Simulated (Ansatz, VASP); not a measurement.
**BaS: VASP beside Ansatz**

Contents of INCAR:

```
SYSTEM = BaS
ALGO = Normal ; EDIFF = 1E-7
ENCUT = 520 ; GGA = PE
ISIF = 2 ; ISMEAR = -1
LASPH = .True. ; LCHARG = .False.
LREAL = .False. ; LWAVE = .False.
NBANDS = 15 ; NELM = 60
PREC = Accurate ; SIGMA = 0.02
```

The input KPOINTS:

```
k-points
0
Gamma
  8 8 8
  0 0 0
```

Contents of POSCAR:

```
BaS
1.0
    0.0000000000      3.0220860497      3.0220860497
    3.0220860497      0.0000000000      3.0220860497
    3.0220860497      3.0220860497      0.0000000000
Ba S
1 1
Direct
    0.0000000000      0.0000000000      0.0000000000
    0.5000000000      0.5000000000      0.5000000000
```

Input for Ansatz:

```yaml
crystal:
  lattice:
    - [0.0, 3.0220860497, 3.0220860497]
    - [3.0220860497, 0.0, 3.0220860497]
    - [3.0220860497, 3.0220860497, 0.0]
  atoms:
    - { symbol: Ba, position: [0.0, 0.0, 0.0] }
    - { symbol: S, position: [0.5, 0.5, 0.5] }
kpoints:
  mp_grid: { grid: [8, 8, 8] }
  band_path:
    path:
      - [0.0, 0.0, 0.0]
      - [0.5, 0.0, 0.5]
      - [0.625, 0.25, 0.625]
      - [0.375, 0.375, 0.75]
      - [0.5, 0.5, 0.5]
      - [0.5, 0.25, 0.75]
      - [0.0, 0.5, 0.5]
    npoints: 1
hamiltonian:
  xc: pbe
scf:
  occupations: { method: fermi_dirac, width: 0.02 }
  n_extra_bands: 4
output:
  forces: true
  stress: true
  eigenvalues: true
```

Change from the starting cell: hydrostatic strain -5.9%.

Alike in both runs: task single point; functional PBE; k mesh 8 × 8 × 8; occupations fermi-dirac, width 0.02 eV; no spin polarisation.

```csv
,VASP,Ansatz
version,VASP 6.6.1,Ansatz 0.2.0
potentials or method,"VASP PAW PBE potentials, release 64 (Ba_sv, S)","plane waves, PAW"
plane-wave cutoff (eV),520,420
valence electrons in the cell,16,16
```

Ansatz gave:

| Item | Value |
| --- | --- |
| gap on the k mesh at the Fermi level (eV) | 1.84 |
| pressure (GPa) | 11.7 |

Q: Which values does VASP return?

A: gap on the k mesh at the Fermi level (eV): 1.74; pressure (GPa): 12.8.

Neither program's run includes spin-orbit coupling.
